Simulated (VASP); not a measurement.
# TiC (Fm-3m) in VASP: settings compared

Aim: see how the results for TiC move with the level of theory and the settings. Levels: PBE+D3(BJ), RPBE+D4. Tasks: single point.

All numbers are computed with VASP 6.6.1; they aren't measurements. Logs are shortened: lines on timing, memory, paths and dates and some standing lists are left out, and cuts for length are marked.

### 1 The cell of the first run

The structure is cubic, space group Fm-3m (No. 225). Conventional cell: a = 4.416 Å, b = 4.416 Å, c = 4.416 Å, α = 90.00°, β = 90.00°, γ = 90.00°. Within 2.9 Å of Ti (site symmetry m-3m) lie 6 C at 2.21 Å. Within 2.9 Å of C (site symmetry m-3m) lie 6 Ti at 2.21 Å.

### 2 Single point, PBE+D3(BJ)

INCAR

```
SYSTEM = TiC
PREC = Accurate
ENCUT = 520
EDIFF = 1E-6
ISMEAR = -1
SIGMA = 0.05
LREAL = .False.
LASPH = .True.
NELM = 80
ALGO = Normal
ISIF = 2
LWAVE = .False.
LCHARG = .False.
GGA = PE
IVDW = 12
NBANDS = 15
```

KPOINTS

```
Automatic mesh
0
Gamma
  11 11 11
  0 0 0
```

POSCAR

```
TiC
1.0
    0.0000000000      2.2081947028      2.2081947028
    2.2081947028      0.0000000000      2.2081947028
    2.2081947028      2.2081947028      0.0000000000
Ti C
1 1
Direct
    0.0000000000      0.0000000000      0.0000000000
    0.5000000000      0.5000000000      0.5000000000
```

Potentials or basis: VASP PAW PBE potentials, release 64 (Ti_sv, C).

On the command line:

```console
> cat potpaw_PBE.64/Ti_sv/POTCAR potpaw_PBE.64/C/POTCAR > POTCAR
> mpirun -np 1 vasp_std > vasp.out
```

OUTCAR:

```text
SYSTEM = TiC
   PREC = Accurate
   ENCUT = 520
   EDIFF = 1E-6
   ISMEAR = -1
   LREAL = .False.
   LASPH = .True.
   NELM = 80
   ISIF = 2
   GGA = PE
   IVDW = 12
 IVDW          = 12

 ion  position               nearest neighbor table
   1  0.000  0.000  0.000-   2 2.21   2 2.21   2 2.21   2 2.21   2 2.21   2 2.21
   2  0.500  0.500  0.500-   1 2.21   1 2.21   1 2.21   1 2.21   1 2.21   1 2.21

  LATTYP: Found a face centered cubic cell.
 ALAT       =     4.4163894056

  Lattice vectors:

 A1 = (   0.0000000000,   2.2081947028,   2.2081947028)
 A2 = (   2.2081947028,   0.0000000000,   2.2081947028)
 A3 = (   2.2081947028,   2.2081947028,   0.0000000000)

Analysis of symmetry for initial positions (statically):
=====================================================================
 Subroutine PRICEL returns:
 Original cell was already a primitive cell.

 Routine SETGRP: Setting up the symmetry group for a
 face centered cubic supercell.

 Subroutine GETGRP returns: Found 48 space group operations
[... 9 lines left out ...]

 Routine SETGRP: Setting up the symmetry group for a
 face centered cubic supercell.

 Subroutine GETGRP returns: Found 48 space group operations
[... 11 lines left out ...]
                                     Primitive cell

  volume of cell :      21.5349

  direct lattice vectors                    reciprocal lattice vectors
     0.000000000  2.208194703  2.208194703    -0.226429309  0.226429309  0.226429309
     2.208194703  0.000000000  2.208194703     0.226429309 -0.226429309  0.226429309
     2.208194703  2.208194703  0.000000000     0.226429309  0.226429309 -0.226429309

  length of vectors
     3.122858897  3.122858897  3.122858897     0.392187067  0.392187067  0.392187067

  position of ions in fractional coordinates (direct lattice)
[... 8 lines left out ...]
----------------------------------------------------------------------------------------

 KPOINTS: Automatic mesh

Automatic generation of k-mesh.
 Grid dimensions read from file:
 generate k-points for:   11   11   11

 Generating k-lattice:

  Cartesian coordinates                     Fractional coordinates (reciprocal lattice)
    -0.020584483  0.020584483  0.020584483     0.090909091  0.000000000  0.000000000
     0.020584483 -0.020584483  0.020584483     0.000000000  0.090909091  0.000000000
     0.020584483  0.020584483 -0.020584483     0.000000000  0.000000000  0.090909091

  Length of vectors
     0.035653370  0.035653370  0.035653370

  Shift w.r.t. Gamma in fractional coordinates (k-lattice)
     0.000000000  0.000000000  0.000000000

 Subroutine IBZKPT returns following result:
 ===========================================

 Found     56 irreducible k-points:

 Following reciprocal coordinates:
            Coordinates               Weight
  0.000000  0.000000  0.000000      1.000000
  0.090909  0.000000  0.000000      8.000000
  0.181818  0.000000  0.000000      8.000000
  0.272727  0.000000  0.000000      8.000000
  0.363636  0.000000  0.000000      8.000000
  0.454545  0.000000  0.000000      8.000000
[... 16 lines left out ...]
 -0.272727  0.181818  0.000000     24.000000
 -0.181818  0.181818  0.000000     12.000000
 [... further k-points ...]
   k-points           NKPTS =     56   k-points in BZ     NKDIM =     56   number of bands    NBANDS=     15
   number of dos      NEDOS =    301   number of ions     NIONS =      2
   total plane-waves  NPLWV =  13824
   dimension x,y,z NGX =    24 NGY =   24 NGZ =   24
   dimension x,y,z NGXF=    48 NGYF=   48 NGZF=   48
   ions per type =               1   1
   NGX,Y,Z   is equivalent  to a cutoff of  12.78, 12.78, 12.78 a.u.
   NGXF,Y,Z  is equivalent  to a cutoff of  25.55, 25.55, 25.55 a.u.
 SYSTEM =  TiC
   PREC   = accura    normal or accurate (medium, high low for compatibility)
   ISTART =      0    job   : 0-new  1-cont  2-samecut
   ICHARG =      2    charge: 1-file 2-atom 10-const
   ISPIN  =      1    spin polarized calculation?
   LNONCOLLINEAR =      F non collinear calculations
   LSORBIT =      F    spin-orbit coupling
   LASPH  =      T    aspherical Exc in radial PAW
   ENCUT  =  520.0 eV  38.22 Ry    6.18 a.u.   5.81  5.81  5.81*2*pi/ulx,y,z
   NELM   =     80;   NELMIN=  2; NELMDL= -5     # of ELM steps
   EDIFF  = 0.1E-05   stopping-criterion for ELM
   LREAL  =      F    real-space projection
   EDIFFG = 0.1E-04   stopping-criterion for IOM
   NSW    =      0    number of steps for IOM
   IBRION =     -1    ionic relax: 0-MD 1-quasi-New 2-CG
   NFREE  =      0    steps in history (QN), initial steepest desc. (CG)
   ISIF   =      2    stress and relaxation
   ISYM   =      2    0-nonsym 1-usesym 2-fastsym
   POTIM  = 0.5000    time-step for ionic-motion
   TEBEG  =    0.0;   TEEND  =   0.0 temperature during run
   PSTRESS=    0.0 pullay stress
   NELECT =      16.0000    total number of electrons
   NUPDOWN=      -1.0000    fix difference up-down
   EMIN   =  10.00;   EMAX   =-10.00  energy-range for DOS
   EFERMI =   0.00;   METHOD = LEGACY
   ISMEAR =    -1;   SIGMA  =   0.05  broadening in eV -4-tet -1-fermi 0-gaus
   EFERMI_NEDOS =   21; number of points for ismear=-14 and -15
   IALGO  =     38    algorithm
   IMIX   =      4    mixing-type and parameters
     AMIX     =   0.40;   BMIX     =  1.00
     AMIX_MAG =   1.60;   BMIX_MAG =  1.00
  volume/ion in A,a.u.               =      10.77        72.66
  Fermi-wavevector in a.u.,A,eV,Ry     =   1.482748  2.801988 29.912991  2.198543
  Thomas-Fermi vector in A             =   2.596496
   LORBIT       =      0    0 simple, 1 ext, 2 COOP (PROOUT), +10 PAW based schemes
   GGA     = PE    functional components
   LHFCALC =     F    Hartree Fock is set to
   AEXX    =    0.0000 exact exchange contribution
   IVDW    =    12    specifies the selected vdW correction
   LEPSILON=     F    determine dielectric tensor
   LRPA    =     F    only Hartree local field effects (RPA)
 non-spin polarized calculation
  energy-cutoff  :      520.00
  volume of cell :       21.53
 maximum number of plane-waves:       595
   NGX = 11   NGY = 11   NGZ = 11

 number of electron      15.9999998 magnetization

 Free energy of the ion-electron system (eV)
  ---------------------------------------------------
  ext. energy  EPLUGINS =         0.00000000
  ---------------------------------------------------
  free energy    TOTEN  =       -18.66275471 eV

  energy without entropy =      -18.66029527  energy(sigma->0) =      -18.66152499

 E-fermi :   8.7990     XC(G=0): -12.3989

 val. band max:        8.6868030623   @ k =   0.1818   0.1818   0.0000
 cond. band min:       8.8970297620   @ k =   0.3636   0.2727   0.0000
 fundamental gap:      0.2102266997
 Fermi energy:         8.7989568140

 k-point     1 :       0.0000    0.0000    0.0000
  band No.  band energies     occupation
      1     -48.0187      2.00000
      2     -24.0691      2.00000
      3     -24.0691      2.00000
      4     -24.0691      2.00000
      5      -3.3794      2.00000
      6       9.4089      0.00001
      7       9.4089      0.00001
      8       9.4089      0.00001
      9      10.3291      0.00000
     10      10.3291      0.00000
     11      10.3465      0.00000
     12      10.3465      0.00000
     13      10.3465      0.00000
     14      18.3876      0.00000
     15      22.5409      0.00000

 k-point     2 :       0.0909    0.0000    0.0000
  band No.  band energies     occupation
      1     -48.0144      2.00000
      2     -24.1017      2.00000
      3     -24.0724      2.00000
      4     -24.0724      2.00000
      5      -3.2066      2.00000
      6       8.6401      1.91993
      7       8.8985      0.24036
      8       8.8985      0.24035
      9       9.7049      0.00000
     10       9.7049      0.00000
     11      10.6947      0.00000
     12      11.7282      0.00000
     13      11.7282      0.00000
     14      18.7209      0.00000
     15      22.5367      0.00000

 k-point     3 :       0.1818    0.0000    0.0000
  band No.  band energies     occupation
      1     -48.0025      2.00000
      2     -24.1881      2.00000
      3     -24.0809      2.00000
      4     -24.0809      2.00000
      5      -2.7097      2.00000
      6       7.2553      2.00000
      7       7.8308      2.00000
      8       7.8308      2.00000
      9      10.0200      0.00000
     10      10.0200      0.00000
     11      11.0801      0.00000
     12      13.1725      0.00000
     13      13.1725      0.00000
     14      19.3049      0.00000
     15      22.3587      0.00000

 k-point     4 :       0.2727    0.0000    0.0000
  band No.  band energies     occupation
      1     -47.9870      2.00000
      2     -24.2994      2.00000
      3     -24.0920      2.00000
      4     -24.0920      2.00000
      5      -1.9529      2.00000
      6       5.7450      2.00000
      7       6.9660      2.00000
      8       6.9660      2.00000
      9      10.5206      0.00000
     10      10.5206      0.00000
     11      11.4760      0.00000
     12      14.5212      0.00000
     13      14.5212      0.00000
     14      18.9803      0.00000
     15      22.7014      0.00000
[... 307 lines left out ...]
 k-point    22 :      -0.3636    0.1818    0.0000
  band No.  band energies     occupation
      1     -47.9590      2.00000
      2     -24.4047      2.00000
      3     -24.1957      2.00000
      4     -24.1181      2.00000
      5      -0.4997      2.00000
      6       4.0088      2.00000
      7       6.0323      2.00000
      8       6.2476      2.00000
      9      11.1027      0.00000
     10      11.4115      0.00000
     11      12.2634      0.00000
     12      14.3295      0.00000
     13      16.0339      0.00000
     14      18.6839      0.00000
     15      22.2272      0.00000

 k-point    23 :      -0.2727    0.1818    0.0000
  band No.  band energies     occupation
      1     -47.9686      2.00000
      2     -24.3516      2.00000
      3     -24.1868      2.00000
      4     -24.1007      2.00000
      5      -1.0816      2.00000
      6       4.7068      2.00000
      7       6.3668      2.00000
      8       6.3907      2.00000
      9      10.6170      0.00000
     10      11.4678      0.00000
     11      12.2383      0.00000
     12      13.4706      0.00000
     13      16.1217      0.00000
     14      19.3139      0.00000
     15      21.8316      0.00000

 k-point    24 :      -0.1818    0.1818    0.0000
  band No.  band energies     occupation
      1     -47.9818      2.00000
      2     -24.2865      2.00000
      3     -24.1554      2.00000
      4     -24.0859      2.00000
      5      -1.7757      2.00000
      6       5.6393      2.00000
      7       6.7142      2.00000
      8       6.9236      2.00000
      9      10.1914      0.00000
     10      11.1877      0.00000
     11      12.0905      0.00000
     12      12.7500      0.00000
     13      15.5180      0.00000
     14      19.8858      0.00000
     15      21.7414      0.00000

 [... further k-points ...]

------------------------ aborting loop because EDIFF is reached ----------------------------------------

 Edisp (eV)   -0.83860

 E8    (eV) :    -0.3598

  FORCE on cell =-STRESS in cart. coord.  units (eV):
  Direction    XX          YY          ZZ          XY          YZ          ZX
  --------------------------------------------------------------------------------------
  -------------------------------------------------------------------------------------
  Total      -2.55219    -2.55219    -2.55219     0.00000    -0.00000     0.00000
  in kB    -189.88133  -189.88133  -189.88133     0.00000    -0.00000     0.00000
  external pressure =     -189.88 kB  Pullay stress =        0.00 kB

 VOLUME and BASIS-vectors are now :
 -----------------------------------------------------------------------------
  energy-cutoff  :      520.00
  volume of cell :       21.53
      direct lattice vectors                 reciprocal lattice vectors
     0.000000000  2.208194703  2.208194703    -0.226429309  0.226429309  0.226429309
     2.208194703  0.000000000  2.208194703     0.226429309 -0.226429309  0.226429309
     2.208194703  2.208194703  0.000000000     0.226429309  0.226429309 -0.226429309

 POSITION                                       TOTAL-FORCE (eV/Angst)
 -----------------------------------------------------------------------------------
      0.00000      0.00000      0.00000         0.000000     -0.000000      0.000000
      2.20819      2.20819      2.20819         0.000000      0.000000     -0.000000
 -----------------------------------------------------------------------------------
    total drift:                                0.000000     -0.000000     -0.000000

  FREE ENERGIE OF THE ION-ELECTRON SYSTEM (eV)
  ---------------------------------------------------
  free  energy   TOTEN  =       -19.5013552927 eV

  energy  without entropy=      -19.4988958537  energy(sigma->0) =      -19.50012557
```

Wall time 7.2 s (1 thread of Intel Xeon 6975P-C (Granite Rapids), shared host); peak memory 0.16 GiB.

Results:

| Property | Result |
| --- | --- |
| Free energy | -19.5014 eV |
| Pressure | -19.0 GPa |
| Band gap on the k mesh | zero (band 8 reaches 9.41 eV, above the bottom of band 9 at 8.34 eV) |
| Dispersion energy per atom | -0.419 eV |

Caveat: pairwise dispersion overbinds metals, which lowers pressure and volume.

### 3 Single point, RPBE+D4

This run uses another cell than the first one, of 10.56 Å³/atom, 0.981 times its volume.

INCAR

```
PREC     = Accurate       # precision mode
ENCUT    = 520            # plane-wave cutoff, eV
EDIFF    = 1E-6           # SCF threshold, eV
ISMEAR   = -1             # smearing method
SIGMA    = 0.05           # smearing width, eV
LREAL    = False          # projectors in reciprocal space
LASPH    = True           # aspherical terms in the spheres
NELM     = 60             # most SCF steps
ALGO     = Normal         # electronic algorithm
ISIF     = 2              # what is computed and relaxed
LWAVE    = False          # write WAVECAR
LCHARG   = True           # write CHGCAR
GGA      = RP             # functional
IVDW     = 13             # dispersion correction
LELF     = True           # ELF
LVHAR    = True         
NBANDS   = 15             # bands
```

KPOINTS

```
Automatic mesh
0
Gamma
  11 11 11
```

POSCAR

```
TiC
1.0
    0.0000000000      2.1942184125      2.1942184125
    2.1942184125      0.0000000000      2.1942184125
    2.1942184125      2.1942184125      0.0000000000
Ti C
1 1
Direct
    0.0000000000      0.0000000000      0.0000000000
    0.5000000000      0.5000000000      0.5000000000
```

Potentials or basis: VASP PAW PBE potentials, release 64 (Ti_sv, C).

On the command line:

```console
> cat potpaw_PBE.64/Ti_sv/POTCAR potpaw_PBE.64/C/POTCAR > POTCAR
> mpirun -np 1 vasp_std > vasp.out
```

Wall time 7.2 s (1 thread of Intel Xeon 6975P-C (Granite Rapids), shared host); peak memory 0.15 GiB.

The run converged. Its results:

```
Free energy                : -18.8834 eV
Pressure                   : -14.1 GPa
Band gap on the k mesh     : zero (band 8 reaches 9.77 eV, above the bottom of band 9 at 8.67 eV)
Dispersion energy per atom : -0.541 eV
```

Levels at points of the mesh, in eV from the Fermi level:
| k point | band 5 | band 6 | band 7 | band 8 | band 9 | band 10 | band 11 | band 12 |
| --- | --- | --- | --- | --- | --- | --- | --- | --- |
| (0.00, 0.00, 0.00) | -12.34 | 0.63 | 0.63 | 0.63 | 1.56 | 1.56 | 1.56 | 1.56 |

Caveat: the PAW data sets were made with another functional, which shifts forces and pressure a little; pairwise dispersion overbinds metals, which lowers pressure and volume.

(Continued in part 2 of 2.)
